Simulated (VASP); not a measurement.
Write the native input for VASP 6.6.1 that does the following.

```
Task                   : single point
Functional             : PBE
Potentials or basis    : VASP PAW PBE potentials, release 64 (Cd)
Cutoff                 : 520 eV
k mesh                 : 14 × 14 × 14
Occupations            : fermi-dirac, width 0.0612256 eV
Spin                   : no spin polarisation
Dipole correction      : no
Further INCAR settings : ALGO = Normal; EDIFF = 1e-07; NBANDS = 12
```

The structure of Cd lies in POSCAR:

```
Cd
1.0
    0.0000000000      2.2819337634      2.2819337634
    2.2819337634      0.0000000000      2.2819337634
    2.2819337634      2.2819337634      0.0000000000
Cd
1
Direct
    0.0000000000      0.0000000000      0.0000000000
```

This isn't the form of Cd at room conditions, which is hcp.

One way to write it, as run:

INCAR

```
PREC = Accurate
ENCUT = 520
EDIFF = 1E-7
ISMEAR = -1
SIGMA = 0.06122561905347299
LREAL = F
LASPH = T
NELM = 100
ALGO = Normal
ISIF = 2
LWAVE = F
LCHARG = T
GGA = PE
LELF = T
LVHAR = T
NBANDS = 12
```

KPOINTS

```
Automatic mesh
0
Gamma
  14 14 14
```

Potentials or basis: VASP PAW PBE potentials, release 64 (Cd).

The run is started by

```bash
$ cat potpaw_PBE.64/Cd/POTCAR > POTCAR
$ mpirun -np 1 vasp_std > vasp.out
```

It gave:

```
Pressure               : -1.4 GPa
Band gap on the k mesh : zero (bands 6 and 7 overlap by 2.84 eV)
```

Wall time 16 s on 1 thread of Intel Xeon 8259CL, with other jobs on the host, peak memory 0.16 GiB.
